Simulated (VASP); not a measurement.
# GaN (Fm-3m) in VASP: notebook

Aim: see how the results for GaN move with the level of theory and the settings. Levels: PBE, PBE+D3(BJ), PBE+D4, PBEsol+D3(BJ). Tasks: single point, relaxation of cell and atoms.

Everything below comes from runs of VASP 6.6.1. Logs are shortened: lines on timing, memory, paths and dates and some standing lists are left out, and cuts for length are marked.

## 1. The cell of the first run

The structure is cubic, space group Fm-3m (No. 225). Conventional cell: a = 4.270 Å, b = 4.270 Å, c = 4.270 Å, α = 90.00°, β = 90.00°, γ = 90.00°. Within 2.8 Å of Ga (site symmetry m-3m) lie 6 N at 2.14 Å. Within 2.8 Å of N (site symmetry m-3m) lie 6 Ga at 2.14 Å.

## 2. Single point, PBE

File INCAR:

```
  ALGO = Normal
  EDIFF = 1E-6
  ENCUT = 520
  GGA = PE
  ISIF = 2
  ISMEAR = 0
  LASPH = True
  LCHARG = True
  LELF = True
  LREAL = False
  LVHAR = True
  LWAVE = False
  NBANDS = 16
  NELM = 100
  PREC = Accurate
  SIGMA = 0.027000000000000003
```

File KPOINTS:

```
k-points
0
Gamma
  11 11 11
```

File POSCAR:

```
GaN
1.0
    0.0000000000      2.1352350000      2.1352350000
    2.1352350000      0.0000000000      2.1352350000
    2.1352350000      2.1352350000      0.0000000000
Ga N
1 1
Direct
    0.0000000000      0.0000000000      0.0000000000
    0.5000000000      0.5000000000      0.5000000000
```

Potentials or basis: VASP PAW PBE potentials, release 64 (Ga_d, N).

Launch:

```sh
$ cat potpaw_PBE.64/Ga_d/POTCAR potpaw_PBE.64/N/POTCAR > POTCAR
$ mpirun -np 1 vasp_std > vasp.out
```

OUTCAR:

```text
EDIFF = 1E-6
   ENCUT = 520
   GGA = PE
   ISIF = 2
   ISMEAR = 0
   LASPH = True
   LREAL = False
   NELM = 100
   PREC = Accurate

 ion  position               nearest neighbor table
   1  0.000  0.000  0.000-   2 2.14   2 2.14   2 2.14   2 2.14   2 2.14   2 2.14
   2  0.500  0.500  0.500-   1 2.14   1 2.14   1 2.14   1 2.14   1 2.14   1 2.14

  LATTYP: Found a face centered cubic cell.
 ALAT       =     4.2704700000

  Lattice vectors:

 A1 = (   0.0000000000,   2.1352350000,   2.1352350000)
 A2 = (   2.1352350000,   0.0000000000,   2.1352350000)
 A3 = (   2.1352350000,   2.1352350000,   0.0000000000)

Analysis of symmetry for initial positions (statically):
=====================================================================
 Subroutine PRICEL returns:
 Original cell was already a primitive cell.

 Routine SETGRP: Setting up the symmetry group for a
 face centered cubic supercell.

 Subroutine GETGRP returns: Found 48 space group operations
 (whereof 48 operations were pure point group operations)
 out of a pool of 48 trial point group operations.

The static configuration has the point symmetry O_h .

Analysis of symmetry for dynamics (positions and initial velocities):
=====================================================================
 Subroutine PRICEL returns:
 Original cell was already a primitive cell.

 Routine SETGRP: Setting up the symmetry group for a
 face centered cubic supercell.

 Subroutine GETGRP returns: Found 48 space group operations
 (whereof 48 operations were pure point group operations)
 out of a pool of 48 trial point group operations.

The dynamic configuration has the point symmetry O_h .

 Subroutine INISYM returns: Found 48 space group operations
 (whereof 48 operations are pure point group operations),
 and found     1 'primitive' translations

----------------------------------------------------------------------------------------

                                     Primitive cell

  volume of cell :      19.4700

  direct lattice vectors                    reciprocal lattice vectors
     0.000000000  2.135235000  2.135235000    -0.234166263  0.234166263  0.234166263
     2.135235000  0.000000000  2.135235000     0.234166263 -0.234166263  0.234166263
     2.135235000  2.135235000  0.000000000     0.234166263  0.234166263 -0.234166263

  length of vectors
     3.019678296  3.019678296  3.019678296     0.405587864  0.405587864  0.405587864

  position of ions in fractional coordinates (direct lattice)
     0.000000000  0.000000000  0.000000000
     0.500000000  0.500000000  0.500000000

  ion indices of the primitive-cell ions
   primitive index   ion index
                 1           1
                 2           2

----------------------------------------------------------------------------------------

 KPOINTS: k-points

Automatic generation of k-mesh.
 Grid dimensions read from file:
 generate k-points for:   11   11   11

 Generating k-lattice:

  Cartesian coordinates                     Fractional coordinates (reciprocal lattice)
    -0.021287842  0.021287842  0.021287842     0.090909091  0.000000000  0.000000000
     0.021287842 -0.021287842  0.021287842     0.000000000  0.090909091  0.000000000
     0.021287842  0.021287842 -0.021287842     0.000000000  0.000000000  0.090909091

  Length of vectors
     0.036871624  0.036871624  0.036871624

  Shift w.r.t. Gamma in fractional coordinates (k-lattice)
     0.000000000  0.000000000  0.000000000

 Subroutine IBZKPT returns following result:
 ===========================================

 Found     56 irreducible k-points:

 Following reciprocal coordinates:
            Coordinates               Weight
  0.000000  0.000000  0.000000      1.000000
  0.090909  0.000000  0.000000      8.000000
  0.181818  0.000000  0.000000      8.000000
  0.272727  0.000000  0.000000      8.000000
  0.363636  0.000000  0.000000      8.000000
  0.454545  0.000000  0.000000      8.000000
[... 16 lines left out ...]
 -0.272727  0.181818  0.000000     24.000000
 -0.181818  0.181818  0.000000     12.000000
 [... further k-points ...]
   k-points           NKPTS =     56   k-points in BZ     NKDIM =     56   number of bands    NBANDS=     16
   number of dos      NEDOS =    301   number of ions     NIONS =      2
   total plane-waves  NPLWV =  13824
   dimension x,y,z NGX =    24 NGY =   24 NGZ =   24
   dimension x,y,z NGXF=    48 NGYF=   48 NGZF=   48
   ions per type =               1   1
   NGX,Y,Z   is equivalent  to a cutoff of  13.21, 13.21, 13.21 a.u.
   NGXF,Y,Z  is equivalent  to a cutoff of  26.43, 26.43, 26.43 a.u.
 SYSTEM =  unknown system
   PREC   = accura    normal or accurate (medium, high low for compatibility)
   ISTART =      0    job   : 0-new  1-cont  2-samecut
   ICHARG =      2    charge: 1-file 2-atom 10-const
   ISPIN  =      1    spin polarized calculation?
   LNONCOLLINEAR =      F non collinear calculations
   LSORBIT =      F    spin-orbit coupling
   LASPH  =      T    aspherical Exc in radial PAW
   ENCUT  =  520.0 eV  38.22 Ry    6.18 a.u.   5.61  5.61  5.61*2*pi/ulx,y,z
   NELM   =    100;   NELMIN=  2; NELMDL= -5     # of ELM steps
   EDIFF  = 0.1E-05   stopping-criterion for ELM
   LREAL  =      F    real-space projection
   EDIFFG = 0.1E-04   stopping-criterion for IOM
   NSW    =      0    number of steps for IOM
   IBRION =     -1    ionic relax: 0-MD 1-quasi-New 2-CG
   NFREE  =      0    steps in history (QN), initial steepest desc. (CG)
   ISIF   =      2    stress and relaxation
   ISYM   =      2    0-nonsym 1-usesym 2-fastsym
   POTIM  = 0.5000    time-step for ionic-motion
   TEBEG  =    0.0;   TEEND  =   0.0 temperature during run
   PSTRESS=    0.0 pullay stress
   NELECT =      18.0000    total number of electrons
   NUPDOWN=      -1.0000    fix difference up-down
   EMIN   =  10.00;   EMAX   =-10.00  energy-range for DOS
   EFERMI =   0.00;   METHOD = LEGACY
   ISMEAR =     0;   SIGMA  =   0.03  broadening in eV -4-tet -1-fermi 0-gaus
   EFERMI_NEDOS =   21; number of points for ismear=-14 and -15
   IALGO  =     38    algorithm
   IMIX   =      4    mixing-type and parameters
     AMIX     =   0.40;   BMIX     =  1.00
     AMIX_MAG =   1.60;   BMIX_MAG =  1.00
  volume/ion in A,a.u.               =       9.74        65.70
  Fermi-wavevector in a.u.,A,eV,Ry     =   1.594814  3.013761 34.605481  2.543431
  Thomas-Fermi vector in A             =   2.692830
   LORBIT       =      0    0 simple, 1 ext, 2 COOP (PROOUT), +10 PAW based schemes
   GGA     = PE    functional components
   LHFCALC =     F    Hartree Fock is set to
   AEXX    =    0.0000 exact exchange contribution
   IVDW    =     0    specifies the selected vdW correction
   LEPSILON=     F    determine dielectric tensor
   LRPA    =     F    only Hartree local field effects (RPA)
 non-spin polarized calculation
 Gauss-broadening in eV      SIGMA  =   0.03
  energy-cutoff  :      520.00
  volume of cell :       19.47
 maximum number of plane-waves:       534
   NGX = 11   NGY = 11   NGZ = 11

 number of electron      18.0000005 magnetization

 Free energy of the ion-electron system (eV)
  ---------------------------------------------------
  ext. energy  EPLUGINS =         0.00000000
  ---------------------------------------------------
  free energy    TOTEN  =       -11.20667834 eV

  energy without entropy =      -11.20667834  energy(sigma->0) =      -11.20667834

 E-fermi :   7.7292     XC(G=0): -12.9044

 val. band max:        7.5262506820   @ k =  -0.1818   0.1818   0.0000
 cond. band min:       8.0668747439   @ k =   0.4545   0.4545   0.0000
 fundamental gap:      0.5406240618
 Fermi energy:         7.7291513386

 k-point     1 :       0.0000    0.0000    0.0000
  band No.  band energies     occupation
      1      -9.4812      2.00000
      2      -6.4857      2.00000
      3      -6.4857      2.00000
      4      -6.4857      2.00000
      5      -6.3986      2.00000
      6      -6.3986      2.00000
[... 8 lines left out ...]
     15      22.8978      0.00000
     16      22.8978      0.00000

 k-point     2 :       0.0909    0.0000    0.0000
  band No.  band energies     occupation
      1      -9.3253      2.00000
      2      -6.4912      2.00000
      3      -6.4778      2.00000
      4      -6.4778      2.00000
      5      -6.4084      2.00000
      6      -6.4084      2.00000
[... 8 lines left out ...]
     15      23.1276      0.00000
     16      23.1276      0.00000

 k-point     3 :       0.1818    0.0000    0.0000
  band No.  band energies     occupation
      1      -8.8710      2.00000
      2      -6.5055      2.00000
      3      -6.4886      2.00000
      4      -6.4886      2.00000
      5      -6.4022      2.00000
      6      -6.4022      2.00000
[... 8 lines left out ...]
     15      24.0334      0.00000
     16      24.0334      0.00000

 k-point     4 :       0.2727    0.0000    0.0000
  band No.  band energies     occupation
      1      -8.1684      2.00000
      2      -6.5391      2.00000
      3      -6.5391      2.00000
      4      -6.5228      2.00000
      5      -6.3570      2.00000
      6      -6.3570      2.00000
[... 8 lines left out ...]
     15      25.5251      0.00000
     16      25.5251      0.00000

 k-point     5 :       0.3636    0.0000    0.0000
  band No.  band energies     occupation
      1      -7.3450      2.00000
      2      -6.5905      2.00000
      3      -6.5905      2.00000
      4      -6.5342      2.00000
      5      -6.3096      2.00000
      6      -6.3096      2.00000
[... 8 lines left out ...]
     15      27.4881      0.00000
     16      27.4881      0.00000

 k-point     6 :       0.4545    0.0000    0.0000
  band No.  band energies     occupation
      1      -6.7310      2.00000
      2      -6.6215      2.00000
      3      -6.6215      2.00000
      4      -6.5068      2.00000
      5      -6.2805      2.00000
      6      -6.2805      2.00000
[... 8 lines left out ...]
     15      29.6368      0.00000
     16      29.6368      0.00000

 k-point     7 :       0.0909    0.0909    0.0000
  band No.  band energies     occupation
      1      -9.2767      2.00000
      2      -6.4987      2.00000
      3      -6.4693      2.00000
      4      -6.4693      2.00000
      5      -6.4335      2.00000
      6      -6.3905      2.00000
[... 8 lines left out ...]
     15      24.7880      0.00000
     16      24.7880      0.00000

 k-point     8 :       0.1818    0.0909    0.0000
  band No.  band energies     occupation
      1      -8.9342      2.00000
      2      -6.5122      2.00000
      3      -6.4831      2.00000
      4      -6.4604      2.00000
      5      -6.4264      2.00000
      6      -6.3801      2.00000
[... 8 lines left out ...]
     15      25.0267      0.00000
     16      25.6913      0.00000

 k-point     9 :       0.2727    0.0909    0.0000
  band No.  band energies     occupation
      1      -8.3451      2.00000
      2      -6.5403      2.00000
      3      -6.5105      2.00000
      4      -6.4906      2.00000
      5      -6.3619      2.00000
      6      -6.3432      2.00000
[... 8 lines left out ...]
     15      25.2770      0.00000
     16      26.7659      0.00000
[... 172 lines left out ...]
 k-point    19 :       0.3636    0.1818    0.0000
  band No.  band energies     occupation
      1      -7.8822      2.00000
      2      -6.5634      2.00000
      3      -6.4614      2.00000
      4      -6.4354      2.00000
      5      -6.2915      2.00000
      6      -6.0149      2.00000
[... 8 lines left out ...]
     15      28.4133      0.00000
     16      29.7443      0.00000

 k-point    20 :       0.4545    0.1818    0.0000
  band No.  band energies     occupation
      1      -7.5469      2.00000
      2      -6.5756      2.00000
      3      -6.5095      2.00000
      4      -6.4215      2.00000
      5      -6.2673      2.00000
      6      -5.5280      2.00000
[... 8 lines left out ...]
     15      28.5234      0.00000
     16      30.9097      0.00000

 k-point    21 :      -0.4545    0.1818    0.0000
  band No.  band energies     occupation
      1      -7.3767      2.00000
      2      -6.5845      2.00000
      3      -6.5489      2.00000
      4      -6.4152      2.00000
      5      -6.2735      2.00000
      6      -5.1944      2.00000
[... 8 lines left out ...]
     15      28.0652      0.00000
     16      29.5855      0.00000

 k-point    22 :      -0.3636    0.1818    0.0000
  band No.  band energies     occupation
      1      -7.3534      2.00000
      2      -6.5817      2.00000
      3      -6.5672      2.00000
      4      -6.4380      2.00000
      5      -6.3075      2.00000
      6      -5.4361      2.00000
[... 8 lines left out ...]
     15      27.2385      0.00000
     16      27.7317      0.00000

 k-point    23 :      -0.2727    0.1818    0.0000
  band No.  band energies     occupation
      1      -7.5637      2.00000
      2      -6.5636      2.00000
      3      -6.5604      2.00000
      4      -6.4895      2.00000
      5      -6.3567      2.00000
      6      -5.9106      2.00000
[... 8 lines left out ...]
     15      26.1483      0.00000
     16      28.3357      0.00000

 k-point    24 :      -0.1818    0.1818    0.0000
  band No.  band energies     occupation
      1      -8.0461      2.00000
      2      -6.5366      2.00000
      3      -6.5343      2.00000
      4      -6.5177      2.00000
      5      -6.4020      2.00000
      6      -6.1911      2.00000
[... 8 lines left out ...]
     15      25.4450      0.00000
     16      27.6276      0.00000

 [... further k-points ...]
[... 5 lines left out ...]
  --------------------------------------------------------------------------------------
  -------------------------------------------------------------------------------------
  Total        0.0514840      0.0514840      0.0514840      0.0000000     -0.0000000      0.0000000
  in kB        4.2365840      4.2365840      4.2365840      0.0000000     -0.0000000      0.0000000
  external PRESSURE =       4.2365840 kB  Pullay stress =       0.0000000 kB

 VOLUME and BASIS-vectors are now :
 -----------------------------------------------------------------------------
  energy-cutoff  :      520.00
  volume of cell :       19.47
      direct lattice vectors                 reciprocal lattice vectors
     0.000000000  2.135235000  2.135235000    -0.234166263  0.234166263  0.234166263
     2.135235000  0.000000000  2.135235000     0.234166263 -0.234166263  0.234166263
     2.135235000  2.135235000  0.000000000     0.234166263  0.234166263 -0.234166263

 POSITION                                       TOTAL-FORCE (eV/Angst)
 -----------------------------------------------------------------------------------
      0.00000      0.00000      0.00000        -0.000000      0.000000     -0.000000
      2.13524      2.13524      2.13524         0.000000      0.000000      0.000000
 -----------------------------------------------------------------------------------
    total drift:                                0.000000     -0.000000     -0.000000

  FREE ENERGIE OF THE ION-ELECTRON SYSTEM (eV)
  ---------------------------------------------------
  free  energy   TOTEN  =       -11.2066783416 eV

  energy  without entropy=      -11.2066783416  energy(sigma->0) =      -11.20667834
```

Run time: 12 s. Hardware: 1 thread of Intel Xeon 6455B, shared host; peak memory 0.15 GiB.

Results:

* Free energy: -11.2067 eV
* Pressure: 0.4 GPa
* Band gap on the k mesh: 0.54 eV (least direct gap 2.37 eV)

Levels at points of the mesh, in eV from the valence-band top:
```csv
k point,band 6,band 7,band 8,band 9,band 10,band 11,band 12,band 13
"(0.00, 0.00, 0.00)",-13.92,-0.49,-0.49,-0.49,1.88,14.53,14.53,14.53
```

Caveat: an odd mesh through Γ misses points on the zone boundary, where band edges can lie.

## 3. Relaxation of cell and atoms, PBE+D3(BJ)

File INCAR:

```
PREC = Accurate
ENCUT = 600
EDIFF = 1E-6
ISMEAR = -1
SIGMA = 0.05
LREAL = False
LASPH = True
NELM = 80
ALGO = Normal
ISIF = 3
LWAVE = False
LCHARG = False
GGA = PE
IVDW = 12
IBRION = 2
NSW = 60
EDIFFG = -0.01
```

File KPOINTS:

```
Automatic mesh
0
Gamma
  11 11 11
```

POSCAR is that of step 2.

Potentials or basis: VASP PAW PBE potentials, release 64 (Ga_d, N).

Launch:

```sh
$ cat potpaw_PBE.64/Ga_d/POTCAR potpaw_PBE.64/N/POTCAR > POTCAR
$ mpirun -np 1 vasp_std > vasp.out
```

It took 38 s on 1 thread of Intel Xeon 6455B, shared host; peak memory 0.16 GiB.

Results (log left out):

- Free energy: -11.8109 eV
- Relaxed volume: 9.51 Å³/atom
- Relaxed cell: a = 2.996 Å, b = 2.996 Å, c = 2.996 Å, α = 60.00°, β = 60.00°, γ = 60.00°
- Space group after relaxing (to 0.1 Å): Fm-3m (No. 225)
- Energy gained by relaxing: 3.4 meV/atom
- Ionic steps: 6
- Pressure after relaxing: 0.2 GPa
- Band gap on the k mesh: 0.69 eV (least direct gap 2.66 eV)
- Dispersion energy per atom: -0.305 eV

Step by step:
```csv
step,energy change (eV),largest force (eV/Å),pressure (GPa),volume (Å³)
1,0.0000,0.0000,-4.86,19.47
2,-0.0015,0.0000,4.56,18.65
3,-0.0069,0.0000,-0.56,19.03
4,-0.0068,0.0000,0.55,18.99
5,-0.0069,0.0000,0.18,19.01
6,-0.0069,0.0000,0.16,19.02
```

Final structure:
```yaml
crystal:
  lattice:
    - [0.00000, 2.11851, 2.11851]
    - [2.11851, 0.00000, 2.11851]
    - [2.11851, 2.11851, 0.00000]
  atoms:
    - { symbol: Ga, position: [0.00000, 0.00000, 0.00000] }
    - { symbol: N, position: [0.50000, 0.50000, 0.50000] }
```

Levels at points of the mesh, in eV from the valence-band top:
```csv
k point,band 5,band 6,band 7,band 8,band 9,band 10,band 11,band 12,band 13
"(0.00, 0.00, 0.00)",-13.91,-13.91,-0.51,-0.51,-0.51,2.14,14.67,14.67,14.67
```

Caveat: an odd mesh through Γ misses points on the zone boundary, where band edges can lie.

[end of part 1 of 2]
